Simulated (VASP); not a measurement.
# SiC (F-43m) in VASP: notebook, part 2 of 3

VASP 6.6.1. Earlier steps stand in the parts before.

## Step 4: Single point, BLYP

This run uses another cell than the first one, of 10.97 Å³/atom.

INCAR reads:

```
SYSTEM = SiC
AGGAC    = 1.0          
AGGAX    = 1.0          
ALDAC    = 0.0          
ALDAX    = 1.0          
ALGO     = Normal         ! electronic algorithm
EDIFF    = 1E-6           ! SCF threshold, eV
ENCUT    = 600            ! plane-wave cutoff, eV
GGA      = B5             ! functional
GGA_COMPAT= .FALSE.      
ISIF     = 2              ! what is computed and relaxed
ISMEAR   = -1             ! smearing method
LASPH    = .TRUE.         ! aspherical terms in the spheres
LCHARG   = .FALSE.        ! write CHGCAR
LREAL    = .FALSE.        ! projectors in reciprocal space
LWAVE    = .FALSE.        ! write WAVECAR
NBANDS   = 11             ! bands
NELM     = 120            ! most SCF steps
PREC     = Accurate       ! precision mode
SIGMA    = 0.05           ! smearing width, eV
```

KPOINTS reads:

```
k-points
0
G
  10 10 10
  0 0 0
```

POSCAR reads:

```
SiC
1.0
    0.0000000000      2.2217363401      2.2217363401
    2.2217363401      0.0000000000      2.2217363401
    2.2217363401      2.2217363401      0.0000000000
Si C
1 1
Direct
    0.0000000000      0.0000000000      0.0000000000
    0.7500000000      0.7500000000      0.7500000000
```

Potentials or basis: VASP PAW PBE potentials, release 64 (Si, C).

The run is started by

```
$ cat potpaw_PBE.64/Si/POTCAR potpaw_PBE.64/C/POTCAR > POTCAR
$ mpirun -np 1 vasp_std > vasp.out
```

OUTCAR:

```text
SYSTEM = SiC
   EDIFF = 1E-6
   ENCUT = 600
   GGA = B5
   ISIF = 2
   ISMEAR = -1
   LASPH = .TRUE.
   LREAL = .FALSE.
   NELM = 120
   PREC = Accurate

 ion  position               nearest neighbor table
   1  0.000  0.000  0.000-   2 1.92   2 1.92   2 1.92   2 1.92
   2  0.750  0.750  0.750-   1 1.92   1 1.92   1 1.92   1 1.92

  LATTYP: Found a face centered cubic cell.
 ALAT       =     4.4434726802

  Lattice vectors:

 A1 = (   0.0000000000,   2.2217363401,   2.2217363401)
 A2 = (   2.2217363401,   0.0000000000,   2.2217363401)
 A3 = (   2.2217363401,   2.2217363401,   0.0000000000)

Analysis of symmetry for initial positions (statically):
=====================================================================
 Subroutine PRICEL returns:
 Original cell was already a primitive cell.

 Routine SETGRP: Setting up the symmetry group for a
 face centered cubic supercell.

 Subroutine GETGRP returns: Found 24 space group operations
 (whereof 24 operations were pure point group operations)
 out of a pool of 48 trial point group operations.

The static configuration has the point symmetry T_d .

Analysis of symmetry for dynamics (positions and initial velocities):
=====================================================================
 Subroutine PRICEL returns:
 Original cell was already a primitive cell.

 Routine SETGRP: Setting up the symmetry group for a
 face centered cubic supercell.

 Subroutine GETGRP returns: Found 24 space group operations
 (whereof 24 operations were pure point group operations)
 out of a pool of 48 trial point group operations.

The dynamic configuration has the point symmetry T_d .

 Subroutine INISYM returns: Found 24 space group operations
 (whereof 24 operations are pure point group operations),
 and found     1 'primitive' translations

----------------------------------------------------------------------------------------

                                     Primitive cell

  volume of cell :      21.9335

  direct lattice vectors                    reciprocal lattice vectors
     0.000000000  2.221736340  2.221736340    -0.225049206  0.225049206  0.225049206
     2.221736340  0.000000000  2.221736340     0.225049206 -0.225049206  0.225049206
     2.221736340  2.221736340  0.000000000     0.225049206  0.225049206 -0.225049206

  length of vectors
     3.142009664  3.142009664  3.142009664     0.389796660  0.389796660  0.389796660

  position of ions in fractional coordinates (direct lattice)
     0.000000000  0.000000000  0.000000000
     0.750000000  0.750000000  0.750000000

  ion indices of the primitive-cell ions
   primitive index   ion index
                 1           1
                 2           2

----------------------------------------------------------------------------------------

 KPOINTS: k-points

Automatic generation of k-mesh.
 Grid dimensions read from file:
 generate k-points for:   10   10   10

 Generating k-lattice:

  Cartesian coordinates                     Fractional coordinates (reciprocal lattice)
    -0.022504921  0.022504921  0.022504921     0.100000000  0.000000000  0.000000000
     0.022504921 -0.022504921  0.022504921     0.000000000  0.100000000  0.000000000
     0.022504921  0.022504921 -0.022504921     0.000000000  0.000000000  0.100000000

  Length of vectors
     0.038979666  0.038979666  0.038979666

  Shift w.r.t. Gamma in fractional coordinates (k-lattice)
     0.000000000  0.000000000  0.000000000

 Subroutine IBZKPT returns following result:
 ===========================================

 Found     47 irreducible k-points:

 Following reciprocal coordinates:
            Coordinates               Weight
  0.000000  0.000000  0.000000      1.000000
  0.100000  0.000000  0.000000      8.000000
  0.200000  0.000000  0.000000      8.000000
  0.300000  0.000000  0.000000      8.000000
  0.400000  0.000000  0.000000      8.000000
  0.500000  0.000000  0.000000      4.000000
[... 16 lines left out ...]
  0.300000  0.300000  0.000000      6.000000
  0.400000  0.300000  0.000000     24.000000
 [... further k-points ...]
   k-points           NKPTS =     47   k-points in BZ     NKDIM =     47   number of bands    NBANDS=     11
   number of dos      NEDOS =    301   number of ions     NIONS =      2
   total plane-waves  NPLWV =  21952
   dimension x,y,z NGX =    28 NGY =   28 NGZ =   28
   dimension x,y,z NGXF=    56 NGYF=   56 NGZF=   56
   ions per type =               1   1
   NGX,Y,Z   is equivalent  to a cutoff of  14.81, 14.81, 14.81 a.u.
   NGXF,Y,Z  is equivalent  to a cutoff of  29.63, 29.63, 29.63 a.u.
 SYSTEM =  SiC
   PREC   = accura    normal or accurate (medium, high low for compatibility)
   ISTART =      0    job   : 0-new  1-cont  2-samecut
   ICHARG =      2    charge: 1-file 2-atom 10-const
   ISPIN  =      1    spin polarized calculation?
   LNONCOLLINEAR =      F non collinear calculations
   LSORBIT =      F    spin-orbit coupling
   LASPH  =      T    aspherical Exc in radial PAW
   ENCUT  =  600.0 eV  44.10 Ry    6.64 a.u.   6.28  6.28  6.28*2*pi/ulx,y,z
   NELM   =    120;   NELMIN=  2; NELMDL= -5     # of ELM steps
   EDIFF  = 0.1E-05   stopping-criterion for ELM
   LREAL  =      F    real-space projection
   EDIFFG = 0.1E-04   stopping-criterion for IOM
   NSW    =      0    number of steps for IOM
   IBRION =     -1    ionic relax: 0-MD 1-quasi-New 2-CG
   NFREE  =      0    steps in history (QN), initial steepest desc. (CG)
   ISIF   =      2    stress and relaxation
   ISYM   =      2    0-nonsym 1-usesym 2-fastsym
   POTIM  = 0.5000    time-step for ionic-motion
   TEBEG  =    0.0;   TEEND  =   0.0 temperature during run
   PSTRESS=    0.0 pullay stress
   NELECT =       8.0000    total number of electrons
   NUPDOWN=      -1.0000    fix difference up-down
   EMIN   =  10.00;   EMAX   =-10.00  energy-range for DOS
   EFERMI =   0.00;   METHOD = LEGACY
   ISMEAR =    -1;   SIGMA  =   0.05  broadening in eV -4-tet -1-fermi 0-gaus
   EFERMI_NEDOS =   21; number of points for ismear=-14 and -15
   IALGO  =     38    algorithm
   IMIX   =      4    mixing-type and parameters
     AMIX     =   0.40;   BMIX     =  1.00
     AMIX_MAG =   1.60;   BMIX_MAG =  1.00
  volume/ion in A,a.u.               =      10.97        74.01
  Fermi-wavevector in a.u.,A,eV,Ry     =   1.169685  2.210384 18.614992  1.368163
  Thomas-Fermi vector in A             =   2.306154
   LORBIT       =      0    0 simple, 1 ext, 2 COOP (PROOUT), +10 PAW based schemes
   GGA     = B5    functional components
   LHFCALC =     F    Hartree Fock is set to
   AEXX    =    0.0000 exact exchange contribution
   IVDW    =     0    specifies the selected vdW correction
   LEPSILON=     F    determine dielectric tensor
   LRPA    =     F    only Hartree local field effects (RPA)
 non-spin polarized calculation
  energy-cutoff  :      600.00
  volume of cell :       21.93
 maximum number of plane-waves:       754
 NGX is ok and might be reduce to    28
   NGX = 13   NGY = 13   NGZ = 13

 number of electron       8.0000000 magnetization

 Free energy of the ion-electron system (eV)
  ---------------------------------------------------
  ext. energy  EPLUGINS =         0.00000000
  ---------------------------------------------------
  free energy    TOTEN  =       -13.66414066 eV

  energy without entropy =      -13.66414066  energy(sigma->0) =      -13.66414066

 E-fermi :   8.7579     XC(G=0): -10.4059

 val. band max:        7.8751858809   @ k =   0.0000   0.0000   0.0000
 cond. band min:       9.6201250602   @ k =   0.5000   0.5000   0.0000
 fundamental gap:      1.7449391793
 Fermi energy:         8.7578621119

 k-point     1 :       0.0000    0.0000    0.0000
  band No.  band energies     occupation
      1      -6.9507      2.00000
      2       7.8752      2.00000
      3       7.8752      2.00000
      4       7.8752      2.00000
      5      13.5878      0.00000
      6      14.8663      0.00000
      7      14.8663      0.00000
      8      14.8663      0.00000
      9      22.2595      0.00000
     10      22.2595      0.00000
     11      23.7219      0.00000
[... 309 lines left out ...]
 k-point    24 :       0.4000    0.3000    0.0000
  band No.  band energies     occupation
      1      -3.9925      2.00000
      2       2.4054      2.00000
      3       4.9100      2.00000
      4       5.3872      2.00000
      5      10.9834      0.00000
      6      13.4487      0.00000
      7      18.9516      0.00000
      8      19.3220      0.00000
      9      21.0544      0.00000
     10      25.6246      0.00000
     11      28.3771      0.00000

 [... further k-points ...]

------------------------ aborting loop because EDIFF is reached ----------------------------------------

  FORCE on cell =-STRESS in cart. coord.  units (eV):
  Direction    XX          YY          ZZ          XY          YZ          ZX
  --------------------------------------------------------------------------------------
  -------------------------------------------------------------------------------------
  Total       -0.4999852     -0.4999852     -0.4999852      0.0000000      0.0000000      0.0000000
  in kB      -36.5224753    -36.5224753    -36.5224753      0.0000000      0.0000000      0.0000000
  external PRESSURE =     -36.5224753 kB  Pullay stress =       0.0000000 kB

 VOLUME and BASIS-vectors are now :
 -----------------------------------------------------------------------------
  energy-cutoff  :      600.00
  volume of cell :       21.93
      direct lattice vectors                 reciprocal lattice vectors
     0.000000000  2.221736340  2.221736340    -0.225049206  0.225049206  0.225049206
     2.221736340  0.000000000  2.221736340     0.225049206 -0.225049206  0.225049206
     2.221736340  2.221736340  0.000000000     0.225049206  0.225049206 -0.225049206

 POSITION                                       TOTAL-FORCE (eV/Angst)
 -----------------------------------------------------------------------------------
      0.00000      0.00000      0.00000         0.000000      0.000000     -0.000000
      3.33260      3.33260      3.33260        -0.000000     -0.000000      0.000000
 -----------------------------------------------------------------------------------
    total drift:                                0.000000      0.000000      0.000000

  FREE ENERGIE OF THE ION-ELECTRON SYSTEM (eV)
  ---------------------------------------------------
  free  energy   TOTEN  =       -13.6641406573 eV

  energy  without entropy=      -13.6641406569  energy(sigma->0) =      -13.66414066
```

It took 21 s on 1 thread of AMD EPYC 7R43 (Zen 3), shared host; peak memory 0.12 GiB.

What came out:

| Property | Result |
| --- | --- |
| Free energy | -13.6641 eV |
| Pressure | -3.7 GPa |
| Band gap on the k mesh | 1.74 eV (least direct gap 4.76 eV) |

Caveat: the cell stands under tension; the PAW data sets were made with another functional, which shifts forces and pressure a little. A k mesh can miss the band edges.

[end of part 2 of 3]
